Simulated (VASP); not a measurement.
Here is a VASP 6.6.1 calculation.

File POSCAR:

```
TaN
1.0
    2.9439343800      0.0000000000      0.0000000000
   -1.4719671900      2.5495193200      0.0000000000
    0.0000000000      0.0000000000      2.8888232900
N Ta
1 1
Direct
    0.0000000000      0.0000000000      0.0000000000
    0.3333000000      0.6667000000      0.5000000000
```

INCAR.step1

```
SYSTEM = TaN
ALGO = Normal
EDIFF = 1E-4
ENCUT = 520
GGA = PE
ISMEAR = -1
LASPH = .True.
LCHARG = .False.
LREAL = .False.
LWAVE = .True.
NBANDS = 15
NELM = 60
PREC = Accurate
SIGMA = 0.1
```

INCAR.step2

```
SYSTEM = TaN
ALGO = Normal
EDIFF = 1E-6
ENCUT = 520
ISIF = 2
ISMEAR = -1
ISTART = 1
LASPH = .True.
LCHARG = .False.
LMIXTAU = .True.
LREAL = .False.
LWAVE = .False.
METAGGA = R2SCAN
NBANDS = 15
NELM = 60
PREC = Accurate
SIGMA = 0.1
```

File KPOINTS:

```
k-points
0
Gamma
  13 13 12
  0 0 0
```

Potentials or basis: VASP PAW PBE potentials, release 64 (N, Ta_pv).

Run with:

```console
$ cat potpaw_PBE.64/N/POTCAR potpaw_PBE.64/Ta_pv/POTCAR > POTCAR
$ cp INCAR.step1 INCAR
$ mpirun -np 1 vasp_std > vasp.out
$ cp INCAR.step2 INCAR
$ mpirun -np 1 vasp_std > vasp.out
```

(1) What does it give for the band gap on the k mesh?

(2) Estimate the pressure.

Results:

(1) zero (band 8 reaches 8.43 eV, above the bottom of band 9 at 8.07 eV).

(2) -0.8 GPa.

Caveat: the PAW data sets were made with another functional, which shifts forces and pressure a little; spin-orbit coupling is left out, which moves the levels of the heavy elements.
